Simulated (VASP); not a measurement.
# Rh (Fm-3m) in VASP: notebook

Rh is run at these levels: PBE; tasks: single point.

Program: VASP 6.6.1. These are calculated values, not measurements. Logs are shortened: lines on timing, memory, paths and dates and some standing lists are left out, and cuts for length are marked.

## 1. The cell of the first run

The structure is cubic, space group Fm-3m (No. 225). Conventional cell: a = 3.585 Å, b = 3.585 Å, c = 3.585 Å, α = 90.00°, β = 90.00°, γ = 90.00°. Rh (site symmetry m-3m) has 12 Rh at 2.53 Å within 3.3 Å.

## 2. Single point, PBE, collinear spin, ferromagnetic start (11.52 Å³/atom)

The input, INCAR:

```
PREC = Accurate
ENCUT = 520
EDIFF = 1E-6
ISMEAR = 0
SIGMA = 0.15
LREAL = False
LASPH = True
NELM = 150
ALGO = Normal
ISIF = 2
LWAVE = False
LCHARG = False
ISPIN = 2
MAGMOM = 0.25
LORBIT = 11
NUPDOWN = 0.25
LMAXMIX = 4
GGA = PE
NBANDS = 18
```

The input, KPOINTS:

```
regular mesh
0
Gamma
  22 22 22
```

The input, POSCAR:

```
Rh
1.0
    0.0000000000      1.7924581564      1.7924581564
    1.7924581564      0.0000000000      1.7924581564
    1.7924581564      1.7924581564      0.0000000000
Rh
1
Direct
    0.0000000000      0.0000000000      0.0000000000
```

Potentials or basis: VASP PAW PBE potentials, release 64 (Rh_pv).

Run with:

```bash
cat potpaw_PBE.64/Rh_pv/POTCAR > POTCAR
mpirun -np 1 vasp_std > vasp.out
```

OUTCAR:

```text
PREC = Accurate
   ENCUT = 520
   EDIFF = 1E-6
   ISMEAR = 0
   LREAL = False
   LASPH = True
   NELM = 150
   ISIF = 2
   ISPIN = 2
   LORBIT = 11
   NUPDOWN = 0.25
   GGA = PE

 ion  position               nearest neighbor table
   1  0.000  0.000  0.000-

  LATTYP: Found a face centered cubic cell.
 ALAT       =     3.5849163128

  Lattice vectors:

 A1 = (   0.0000000000,   1.7924581564,   1.7924581564)
 A2 = (   1.7924581564,   0.0000000000,   1.7924581564)
 A3 = (   1.7924581564,   1.7924581564,   0.0000000000)

Analysis of symmetry for initial positions (statically):
=====================================================================
 Subroutine PRICEL returns:
 Original cell was already a primitive cell.

 Routine SETGRP: Setting up the symmetry group for a
 face centered cubic supercell.

 Subroutine GETGRP returns: Found 48 space group operations
 (whereof 48 operations were pure point group operations)
 out of a pool of 48 trial point group operations.

The static configuration has the point symmetry O_h .

Analysis of symmetry for dynamics (positions and initial velocities):
=====================================================================
 Subroutine PRICEL returns:
 Original cell was already a primitive cell.

 Routine SETGRP: Setting up the symmetry group for a
 face centered cubic supercell.

 Subroutine GETGRP returns: Found 48 space group operations
 (whereof 48 operations were pure point group operations)
 out of a pool of 48 trial point group operations.

The dynamic configuration has the point symmetry O_h .

Analysis of structural, dynamic, and magnetic symmetry:
=====================================================================
 Subroutine PRICEL returns:
 Original cell was already a primitive cell.

 Routine SETGRP: Setting up the symmetry group for a
 face centered cubic supercell.

 Subroutine GETGRP returns: Found 48 space group operations
 (whereof 48 operations were pure point group operations)
 out of a pool of 48 trial point group operations.

The overall configuration has the point symmetry O_h .

 Subroutine INISYM returns: Found 48 space group operations
 (whereof 48 operations are pure point group operations),
 and found     1 'primitive' translations

----------------------------------------------------------------------------------------

                                     Primitive cell

  volume of cell :      11.5180

  direct lattice vectors                    reciprocal lattice vectors
     0.000000000  1.792458156  1.792458156    -0.278946540  0.278946540  0.278946540
     1.792458156  0.000000000  1.792458156     0.278946540 -0.278946540  0.278946540
     1.792458156  1.792458156  0.000000000     0.278946540  0.278946540 -0.278946540

  length of vectors
     2.534918635  2.534918635  2.534918635     0.483149579  0.483149579  0.483149579

  position of ions in fractional coordinates (direct lattice)
     0.000000000  0.000000000  0.000000000

  ion indices of the primitive-cell ions
   primitive index   ion index
                 1           1

----------------------------------------------------------------------------------------

 KPOINTS: regular mesh

Automatic generation of k-mesh.
 Grid dimensions read from file:
 generate k-points for:   22   22   22

 Generating k-lattice:

  Cartesian coordinates                     Fractional coordinates (reciprocal lattice)
    -0.012679388  0.012679388  0.012679388     0.045454545  0.000000000  0.000000000
     0.012679388 -0.012679388  0.012679388     0.000000000  0.045454545  0.000000000
     0.012679388  0.012679388 -0.012679388     0.000000000  0.000000000  0.045454545

  Length of vectors
     0.021961345  0.021961345  0.021961345

  Shift w.r.t. Gamma in fractional coordinates (k-lattice)
     0.000000000  0.000000000  0.000000000

 Subroutine IBZKPT returns following result:
 ===========================================

 Found    328 irreducible k-points:

 Following reciprocal coordinates:
            Coordinates               Weight
  0.000000  0.000000  0.000000      1.000000
  0.045455  0.000000  0.000000      8.000000
  0.090909  0.000000  0.000000      8.000000
  0.136364  0.000000  0.000000      8.000000
  0.181818  0.000000  0.000000      8.000000
  0.227273  0.000000  0.000000      8.000000
[... 16 lines left out ...]
  0.500000  0.045455  0.000000     24.000000
 -0.454545  0.045455  0.000000     24.000000
 [... further k-points ...]
   k-points           NKPTS =    328   k-points in BZ     NKDIM =    328   number of bands    NBANDS=     18
   number of dos      NEDOS =    301   number of ions     NIONS =      1
   total plane-waves  NPLWV =   8000
   dimension x,y,z NGX =    20 NGY =   20 NGZ =   20
   dimension x,y,z NGXF=    40 NGYF=   40 NGZF=   40
   ions per type =               1
   NGX,Y,Z   is equivalent  to a cutoff of  13.12, 13.12, 13.12 a.u.
   NGXF,Y,Z  is equivalent  to a cutoff of  26.23, 26.23, 26.23 a.u.
 SYSTEM =  unknown system
   PREC   = accura    normal or accurate (medium, high low for compatibility)
   ISTART =      0    job   : 0-new  1-cont  2-samecut
   ICHARG =      2    charge: 1-file 2-atom 10-const
   ISPIN  =      2    spin polarized calculation?
   LNONCOLLINEAR =      F non collinear calculations
   LSORBIT =      F    spin-orbit coupling
   LASPH  =      T    aspherical Exc in radial PAW
   ENCUT  =  520.0 eV  38.22 Ry    6.18 a.u.   4.71  4.71  4.71*2*pi/ulx,y,z
   NELM   =    150;   NELMIN=  2; NELMDL= -5     # of ELM steps
   EDIFF  = 0.1E-05   stopping-criterion for ELM
   LREAL  =      F    real-space projection
   EDIFFG = 0.1E-04   stopping-criterion for IOM
   NSW    =      0    number of steps for IOM
   IBRION =     -1    ionic relax: 0-MD 1-quasi-New 2-CG
   NFREE  =      0    steps in history (QN), initial steepest desc. (CG)
   ISIF   =      2    stress and relaxation
   ISYM   =      2    0-nonsym 1-usesym 2-fastsym
   POTIM  = 0.5000    time-step for ionic-motion
   TEBEG  =    0.0;   TEEND  =   0.0 temperature during run
   PSTRESS=    0.0 pullay stress
   NELECT =      15.0000    total number of electrons
   NUPDOWN=       0.2500    fix difference up-down
   EMIN   =  10.00;   EMAX   =-10.00  energy-range for DOS
   EFERMI =   0.00;   METHOD = LEGACY
   ISMEAR =     0;   SIGMA  =   0.15  broadening in eV -4-tet -1-fermi 0-gaus
   EFERMI_NEDOS =   21; number of points for ismear=-14 and -15
   IALGO  =     38    algorithm
   IMIX   =      4    mixing-type and parameters
     AMIX     =   0.40;   BMIX     =  1.00
     AMIX_MAG =   1.60;   BMIX_MAG =  1.00
  volume/ion in A,a.u.               =      11.52        77.73
  Fermi-wavevector in a.u.,A,eV,Ry     =   1.787775  3.378405 43.486124  3.196140
  Thomas-Fermi vector in A             =   2.851086
   LORBIT       =     11    0 simple, 1 ext, 2 COOP (PROOUT), +10 PAW based schemes
   GGA     = PE    functional components
   LHFCALC =     F    Hartree Fock is set to
   AEXX    =    0.0000 exact exchange contribution
   IVDW    =     0    specifies the selected vdW correction
   LEPSILON=     F    determine dielectric tensor
   LRPA    =     F    only Hartree local field effects (RPA)
 spin polarized calculation
 Gauss-broadening in eV      SIGMA  =   0.15
  energy-cutoff  :      520.00
  volume of cell :       11.52
 maximum number of plane-waves:       331
   NGX =  9   NGY =  9   NGZ =  9

 number of electron      15.0000001 magnetization       0.2500000

 Free energy of the ion-electron system (eV)
  ---------------------------------------------------
  ext. energy  EPLUGINS =         0.00000000
  ---------------------------------------------------
  free energy    TOTEN  =        -6.69547960 eV

  energy without entropy =       -6.68492730  energy(sigma->0) =       -6.69020345

 E-fermi :  15.2897     XC(G=0): -15.2047

 val. band max:       15.6104514052   @ k =   0.5000   0.1818   0.0909
 cond. band min:      15.2987587317   @ k =   0.5000   0.3636   0.0000
 fundamental gap:     -0.3116926735
 Fermi energy:        15.6178723611

 spin component 1

 k-point     1 :       0.0000    0.0000    0.0000
  band No.  band energies     occupation
      1     -31.3250      1.00000
      2     -31.3250      1.00000
      3     -31.3250      1.00000
      4       6.1443      1.00000
      5      11.3397      1.00000
      6      11.3397      1.00000
[... 10 lines left out ...]
     17      52.3096      0.00000
     18      52.3096      0.00000

 k-point     2 :       0.0455    0.0000    0.0000
  band No.  band energies     occupation
      1     -31.3534      1.00000
      2     -31.3287      1.00000
      3     -31.3287      1.00000
      4       6.2446      1.00000
      5      11.2889      1.00000
      6      11.3822      1.00000
[... 10 lines left out ...]
     17      51.9729      0.00000
     18      51.9729      0.00000
[... 442 lines left out ...]
 k-point    24 :      -0.4545    0.0455    0.0000
  band No.  band energies     occupation
      1     -32.6329      1.00000
      2     -31.5233      1.00000
      3     -31.5024      1.00000
      4       7.7435      1.00000
      5      11.1542      1.00000
      6      11.2850      1.00000
[... 10 lines left out ...]
     17      50.8291      0.00000
     18      57.5765      0.00000

 [... further k-points ...]

 spin component 2

 k-point     1 :       0.0000    0.0000    0.0000
  band No.  band energies     occupation
      1     -31.1177      1.00000
      2     -31.1177      1.00000
      3     -31.1177      1.00000
      4       6.1904      1.00000
      5      11.5102      1.00000
      6      11.5102      1.00000
[... 10 lines left out ...]
     17      52.3843      0.00000
     18      52.3843      0.00000

 k-point     2 :       0.0455    0.0000    0.0000
  band No.  band energies     occupation
      1     -31.1463      1.00000
      2     -31.1214      1.00000
      3     -31.1214      1.00000
      4       6.2908      1.00000
      5      11.4584      1.00000
      6      11.5528      1.00000
[... 10 lines left out ...]
     17      52.0490      0.00000
     18      52.0490      0.00000
[... 442 lines left out ...]
 k-point    24 :      -0.4545    0.0455    0.0000
  band No.  band energies     occupation
      1     -32.4318      1.00000
      2     -31.3167      1.00000
      3     -31.2957      1.00000
      4       7.8634      1.00000
      5      11.3280      1.00000
      6      11.4606      1.00000
[... 10 lines left out ...]
     17      50.8753      0.00000
     18      57.6519      0.00000

 [... further k-points ...]

------------------------ aborting loop because EDIFF is reached ----------------------------------------

  FORCE on cell =-STRESS in cart. coord.  units (eV):
  Direction    XX          YY          ZZ          XY          YZ          ZX
  --------------------------------------------------------------------------------------
  -------------------------------------------------------------------------------------
  Total        6.1497626      6.1497626      6.1497626     -0.0000000      0.0000000      0.0000000
  in kB      855.4445430    855.4445430    855.4445430     -0.0000000      0.0000000      0.0000000
  external PRESSURE =     855.4445430 kB  Pullay stress =       0.0000000 kB

 VOLUME and BASIS-vectors are now :
 -----------------------------------------------------------------------------
  energy-cutoff  :      520.00
  volume of cell :       11.52
      direct lattice vectors                 reciprocal lattice vectors
     0.000000000  1.792458156  1.792458156    -0.278946540  0.278946540  0.278946540
     1.792458156  0.000000000  1.792458156     0.278946540 -0.278946540  0.278946540
     1.792458156  1.792458156  0.000000000     0.278946540  0.278946540 -0.278946540

 POSITION                                       TOTAL-FORCE (eV/Angst)
 -----------------------------------------------------------------------------------
      0.00000      0.00000      0.00000        -0.000000      0.000000     -0.000000
 -----------------------------------------------------------------------------------
    total drift:                               -0.000000     -0.000000     -0.000000

  FREE ENERGIE OF THE ION-ELECTRON SYSTEM (eV)
  ---------------------------------------------------
  free  energy   TOTEN  =        -6.6954796011 eV

  energy  without entropy=       -6.6849273029  energy(sigma->0) =       -6.69020345

 total charge

# of ion       s       p       d       tot
------------------------------------------
    1        0.499   6.434   7.260  14.192

 magnetization (x)

# of ion       s       p       d       tot
------------------------------------------
    1        0.000   0.003   0.243   0.246
```

Run time: 48 s. Hardware: 1 thread of AMD EPYC 9R45 (Zen 5), shared host; peak memory 0.18 GiB.

What came out:

* Free energy: -6.6955 eV
* Pressure: 85.5 GPa
* Net moment: 0.25 μB per cell
* Site moments: Rh +0.25 μB
* Valence electrons inside the program's atomic spheres: Rh 14.19

Caveat: the cell stands under pressure; the total moment is fixed, so each spin has its own Fermi level.

## 3. Single point, PBE, collinear spin, ferromagnetic start (11.52 Å³/atom)

The input, INCAR:

```
SYSTEM = Rh
PREC = Accurate ; ENCUT = 520
EDIFF = 1E-6 ; ISMEAR = 0
SIGMA = 0.15 ; LREAL = .False.
LASPH = .True. ; NELM = 150
ALGO = Fast ; ISIF = 2
LWAVE = .False. ; LCHARG = .False.
ISPIN = 2 ; MAGMOM = 1
LORBIT = 11 ; NUPDOWN = 1.0
LMAXMIX = 4 ; GGA = PE
NBANDS = 18
```

The input, KPOINTS:

```
Automatic mesh
0
Gamma
  22 22 22
  0 0 0
```

POSCAR is that of step 2.

Potentials or basis: VASP PAW PBE potentials, release 64 (Rh_pv).

Run with:

```bash
cat potpaw_PBE.64/Rh_pv/POTCAR > POTCAR
mpirun -np 1 vasp_std > vasp.out
```

It took 60 s on 1 thread of AMD EPYC 9R45 (Zen 5), shared host; peak memory 0.18 GiB.

The run converged. Its results:

| Property | Result |
| --- | --- |
| Free energy | -6.4118 eV |
| Pressure | 96.2 GPa |
| Net moment | 1.00 μB per cell |
| Site moments | Rh +0.98 μB |
| Valence electrons inside the program's atomic spheres | Rh 14.20 |

Caveat: the cell stands under pressure; the total moment is fixed, so each spin has its own Fermi level.
